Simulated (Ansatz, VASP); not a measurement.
**Co in VASP and in Ansatz**

```
CELL_PARAMETERS angstrom
2.50700 0.00000 0.00000
1.25350 2.17113 0.00000
0.00000 0.00000 26.20700
ATOMIC_POSITIONS crystal
Co 0.00000 0.00000 0.28173
Co 0.66667 0.66667 0.35268
Co 0.00000 0.00000 0.42695
Co 0.66667 0.66667 0.50000
Co 0.00000 0.00000 0.57305
Co 0.66667 0.66667 0.64732
Co 0.00000 0.00000 0.71827
```

Alike in both runs: functional LDA; k mesh 16 × 16 × 1; occupations gaussian, width 0.1 eV; collinear spin.

Ansatz relaxed the structure, and its values are those at the end. VASP's run is a single point on that final structure, the one shown.

```csv
,VASP,Ansatz
version,VASP 6.6.1,Ansatz 0.2.0
potentials or method,"VASP PAW LDA potentials, release 64 (Co)","scalar-relativistic, plane waves, PAW"
plane-wave cutoff (eV),520,420
valence electrons in the cell,63,119
```

```tsv
	VASP	Ansatz	Ansatz less VASP
gap on the k mesh at the Fermi level (eV)	none	none	-
rms of the force components (eV/Å)	0.015	0.002	-0.0133
net moment per atom (μB)	1.56	1.57	+0.010
size of the moment on the site where the two differ most (μB)	1.55	1.62	+0.063
```

LDA's correlation is that of Perdew and Zunger in VASP and of Perdew and Wang (1992) in Ansatz. Site moments also hang on the region over which each program counts them. A gap of «none» marks a metal or a gap that the smearing closes. VASP's potentials hold 63 valence electrons a cell and Ansatz's 119, so a difference there can come from the potentials and not from the codes. Ansatz's warnings: no starting moments, xc potential rough in thin density.
